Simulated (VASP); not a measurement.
Set up this calculation in VASP 6.6.1, as the native input.

| Item | Value |
| --- | --- |
| Task | single point |
| Functional | PBE |
| Potentials or basis | VASP PAW PBE potentials, release 64 (Mn_pv, Sb) |
| Cutoff | 520 eV |
| k mesh | 12 × 12 × 12 |
| Occupations | gaussian, width 0.1 eV |
| Spin | no spin polarisation |
| Dipole correction | no |
| Further INCAR settings | ALGO = Normal; EDIFF = 1e-07; NBANDS = 16 |

The structure of MnSb lies in POSCAR:

```
MnSb
1.0
    3.1225304897      0.0000000000      0.0000000000
    0.0000000000      3.1225304897      0.0000000000
    0.0000000000      0.0000000000      3.1225304897
Mn Sb
1 1
Direct
    0.0000000000      0.0000000000      0.0000000000
    0.5000000000      0.5000000000      0.5000000000
```

The input as run:

INCAR

```
SYSTEM = MnSb
PREC = Accurate ; ENCUT = 520
EDIFF = 1E-7 ; ISMEAR = 0
SIGMA = 0.1 ; LREAL = .FALSE.
LASPH = .TRUE. ; NELM = 80
ALGO = Normal ; ISIF = 2
LWAVE = .FALSE. ; LCHARG = .FALSE.
GGA = PE ; NBANDS = 16
```

KPOINTS

```
regular mesh
0
G
  12 12 12
  0 0 0
```

Potentials or basis: VASP PAW PBE potentials, release 64 (Mn_pv, Sb).

Launch:

```bash
$ cat potpaw_PBE.64/Mn_pv/POTCAR potpaw_PBE.64/Sb/POTCAR > POTCAR
$ mpirun -np 1 vasp_std > vasp.out
```

It gave:

```
Pressure               : 5.7 GPa
Band gap on the k mesh : zero (bands 9 and 10 overlap by 0.77 eV)
```

Caveat: the cell stands under pressure; spin-orbit coupling is left out, which moves the levels of the heavy elements; the run has no spin polarisation, though such a crystal can be magnetic.

Wall time 28 s on 1 thread of Intel(R) Xeon(R) Platinum 8259CL CPU @ 2.50GHz (Skylake/Cascade Lake), with other jobs on the host, peak memory 0.17 GiB.
